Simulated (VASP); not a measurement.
# FeO (P1) in VASP: single point with PBE+U

Aim: the single point of FeO with PBE+U.

Program: VASP 6.6.1. These are calculated values, not measurements. Logs are shortened: lines on timing, memory, paths and dates and some standing lists are left out, and cuts for length are marked.

## Step 1: The cell of the first run

The typed cell holds 4 atoms: a = 5.303 Å, b = 5.303 Å, c = 5.303 Å, α = 33.56°, β = 33.56°, γ = 33.56°.

## Step 2: Single point, PBE+U, collinear spin, antiferromagnetic start

INCAR reads:

```
PREC = Accurate
ENCUT = 520
EDIFF = 1E-7
ISMEAR = -1
SIGMA = 0.1
LREAL = False
LASPH = True
NELM = 150
ALGO = Normal
ISIF = 2
LWAVE = False
LCHARG = False
ISPIN = 2
MAGMOM = 4.4 -4.4 0 0
LORBIT = 11
LMAXMIX = 4
LDAU = True
LDAUTYPE = 2
LDAUL = 2 -1
LDAUU = 5.3 0
LDAUJ = 0 0
LDAUPRINT = 1
GGA = PE
NBANDS = 26
ISYM = 0
```

KPOINTS reads:

```
regular mesh
0
Gamma
  4 4 4
```

POSCAR reads:

```
FeO
1.0
    4.3300000000      2.1650000000      2.1650000000
    2.1650000000      4.3300000000      2.1650000000
    2.1650000000      2.1650000000      4.3300000000
Fe O
2 2
Direct
    0.0015528000     -0.0032221000      0.0068209000
    0.5079237000      0.5027285000      0.4932531000
    0.2389969000      0.2530757000      0.2553737000
    0.7424280000      0.7609368000      0.7462275000
```

Potentials or basis: VASP PAW PBE potentials, release 64 (Fe, O).

Started as:

```sh
$ cat potpaw_PBE.64/Fe/POTCAR potpaw_PBE.64/O/POTCAR > POTCAR
$ mpirun -np 1 vasp_std > vasp.out
```

OUTCAR:

```text
PREC = Accurate
   ENCUT = 520
   EDIFF = 1E-7
   ISMEAR = -1
   LREAL = False
   LASPH = True
   NELM = 150
   ISIF = 2
   ISPIN = 2
   LORBIT = 11
   GGA = PE
   ISYM = 0

 ion  position               nearest neighbor table
   1  0.002  0.997  0.007-   4 2.13   4 2.13   3 2.17   4 2.18   3 2.19   3 2.21   2 3.05   2 3.05
                             2 3.05   2 3.08   2 3.08   2 3.08
   2  0.508  0.503  0.493-   3 2.11   3 2.15   4 2.16   4 2.17   3 2.18   4 2.21   1 3.05   1 3.05
                             1 3.05   1 3.08   1 3.08   1 3.08
   3  0.239  0.253  0.255-   2 2.11   2 2.15   1 2.17   2 2.18   1 2.19   1 2.21
   4  0.742  0.761  0.746-   1 2.13   1 2.13   2 2.16   2 2.17   1 2.18   2 2.21

IMPORTANT INFORMATION: All symmetrisations will be switched off!
NOSYMM: (Re-)initialisation of all symmetry stuff for point group C_1.

----------------------------------------------------------------------------------------

                                     Primitive cell

  volume of cell :      40.5914

  direct lattice vectors                    reciprocal lattice vectors
     4.330000000  2.165000000  2.165000000     0.346420323 -0.115473441 -0.115473441
     2.165000000  4.330000000  2.165000000    -0.115473441  0.346420323 -0.115473441
     2.165000000  2.165000000  4.330000000    -0.115473441 -0.115473441  0.346420323

  length of vectors
     5.303145293  5.303145293  5.303145293     0.382982077  0.382982077  0.382982077

  position of ions in fractional coordinates (direct lattice)
     0.001552800  0.996777900  0.006820900
     0.507923700  0.502728500  0.493253100
     0.238996900  0.253075700  0.255373700
     0.742428000  0.760936800  0.746227500

  ion indices of the primitive-cell ions
   primitive index   ion index
                 1           1
                 2           2
                 3           3
                 4           4

[... 171 lines left out ...]
  o =  0.0945  v =  0.0665  0.0079 -0.9977  0.0053 -0.0076  0.0000  0.0000  0.0000  0.0000  0.0000      0.0000  0.0000  0.0000  0.0000  0.0000  0.0000  0.0000  0.0000  0.0000  0.0000
  o =  0.1136  v = -0.0018  0.0070 -0.0077 -0.0059  0.9999  0.0000  0.0000  0.0000  0.0000  0.0000      0.0000  0.0000  0.0000  0.0000  0.0000  0.0000  0.0000  0.0000  0.0000  0.0000
  o =  0.9568  v =  0.0034 -0.7125 -0.0018  0.7016  0.0091  0.0000  0.0000  0.0000  0.0000  0.0000      0.0000  0.0000  0.0000  0.0000  0.0000  0.0000  0.0000  0.0000  0.0000  0.0000
  o =  0.9670  v =  0.0000  0.0000  0.0000  0.0000  0.0000 -0.0014  0.7258  0.0025 -0.6875  0.0219      0.0000  0.0000  0.0000  0.0000  0.0000  0.0000  0.0000  0.0000  0.0000  0.0000
  o =  0.9717  v =  0.0000  0.0000  0.0000  0.0000  0.0000  0.1476 -0.6800  0.0088 -0.7182  0.0011      0.0000  0.0000  0.0000  0.0000  0.0000  0.0000  0.0000  0.0000  0.0000  0.0000
  o =  0.9748  v =  0.0000  0.0000  0.0000  0.0000  0.0000  0.9887  0.1025  0.0251  0.1064  0.0021      0.0000  0.0000  0.0000  0.0000  0.0000  0.0000  0.0000  0.0000  0.0000  0.0000
  o =  1.0174  v =  0.0000  0.0000  0.0000  0.0000  0.0000 -0.0261  0.0020  0.9993  0.0050 -0.0247      0.0000  0.0000  0.0000  0.0000  0.0000  0.0000  0.0000  0.0000  0.0000  0.0000
  o =  1.0213  v =  0.0000  0.0000  0.0000  0.0000  0.0000  0.0029  0.0153 -0.0246 -0.0157 -0.9995      0.0000  0.0000  0.0000  0.0000  0.0000  0.0000  0.0000  0.0000  0.0000  0.0000

 number of electron      27.9999997 magnetization      -0.0000001

 Free energy of the ion-electron system (eV)
  ---------------------------------------------------
  ext. energy  EPLUGINS =         0.00000000
  ---------------------------------------------------
  free energy    TOTEN  =       -26.67401132 eV

  energy without entropy =      -26.67400835  energy(sigma->0) =      -26.67400984

 E-fermi :   5.5733     XC(G=0): -11.9813

 val. band max:        4.3461559546   @ k =   0.5000   0.5000   0.0000
 cond. band min:       6.5923978985   @ k =   0.0000   0.0000   0.0000
 fundamental gap:      2.2462419439
 Fermi energy:         5.5732836278

 spin component 1

 k-point     1 :       0.0000    0.0000    0.0000
  band No.  band energies     occupation
      1     -14.0965      1.00000
      2     -12.9386      1.00000
      3      -2.5387      1.00000
      4      -1.5354      1.00000
      5      -1.0891      1.00000
      6      -0.4355      1.00000
[... 1385 lines left out ...]
     25      20.1908      0.00000
     26      20.8964      0.00000

 [... further k-points ...]
[... 5 lines left out ...]
  --------------------------------------------------------------------------------------
  -------------------------------------------------------------------------------------
  Total        1.5107231      1.3434069      0.9206901      0.2612360      0.1592939      0.1455021
  in kB       59.6295823     53.0254615     36.3404535     10.3112173      6.2874724      5.7430980
  external PRESSURE =      49.6651658 kB  Pullay stress =       0.0000000 kB

 VOLUME and BASIS-vectors are now :
 -----------------------------------------------------------------------------
  energy-cutoff  :      520.00
  volume of cell :       40.59
      direct lattice vectors                 reciprocal lattice vectors
     4.330000000  2.165000000  2.165000000     0.346420323 -0.115473441 -0.115473441
     2.165000000  4.330000000  2.165000000    -0.115473441  0.346420323 -0.115473441
     2.165000000  2.165000000  4.330000000    -0.115473441 -0.115473441  0.346420323

 POSITION                                       TOTAL-FORCE (eV/Angst)
 -----------------------------------------------------------------------------------
      2.17952      4.33418      2.19092        -0.245234      0.010844     -0.160548
      4.35561      4.34436      4.32385        -0.218807     -0.034518      0.065231
      2.13565      2.16613      2.17111         0.163033     -0.034184      0.322280
      6.47772      6.51780      6.48595         0.301008      0.057858     -0.226963
 -----------------------------------------------------------------------------------
    total drift:                               -0.000121     -0.000214     -0.000163

  FREE ENERGIE OF THE ION-ELECTRON SYSTEM (eV)
  ---------------------------------------------------
  free  energy   TOTEN  =       -26.6740113237 eV

  energy  without entropy=      -26.6740083508  energy(sigma->0) =      -26.67400984

 total charge

# of ion       s       p       d       tot
------------------------------------------
    1        0.288   0.356   6.143   6.787
    2        0.290   0.361   6.146   6.797
    3        1.551   3.470   0.000   5.021
    4        1.551   3.472   0.000   5.023
--------------------------------------------------
tot          3.680   7.658  12.289  23.628

 magnetization (x)

# of ion       s       p       d       tot
------------------------------------------
    1        0.015   0.013   3.726   3.755
    2       -0.016  -0.014  -3.727  -3.756
    3       -0.000  -0.004   0.000  -0.004
    4        0.000   0.004   0.000   0.004
--------------------------------------------------
tot         -0.000  -0.000  -0.001  -0.002
```

It took 12 min on 1 thread of Intel Xeon Platinum 8488C (Sapphire Rapids), shared host; peak memory 0.32 GiB.

What came out:

```yaml
Free_energy: -26.6740 eV
Pressure: 5.0 GPa
Largest_force: 0.381 eV/Å
Band_gap_on_the_k_mesh: 2.25 eV
Net_moment: 0.00 μB per cell
Site_moments: Fe +3.75, -3.76; O -0.00, +0.00 μB
Valence_electrons_inside_the_program's_atomic_spheres: Fe 6.79, 6.80; O 5.02
```

Forces in eV/Å, atoms in the order of the input:
```
Fe  -0.245  0.011 -0.161
Fe  -0.219 -0.035  0.065
O    0.163 -0.034  0.322
O    0.301  0.058 -0.227
```

Stress tensor (GPa, compression positive):
```
5.96 1.03 0.57
1.03 5.30 0.63
0.57 0.63 3.63
```

Eigenvalues of the final occupation matrices:
```
    site  spin  trace               eigenvalues
site 1 d     1   4.95  0.97 0.97 0.97 1.02 1.02
site 1 d     2   1.22  0.03 0.03 0.09 0.12 0.96
site 2 d     1   1.22  0.03 0.03 0.09 0.11 0.96
site 2 d     2   4.95  0.97 0.97 0.97 1.02 1.02
```

Caveat: the k points lie up to 0.60 Å⁻¹ apart.
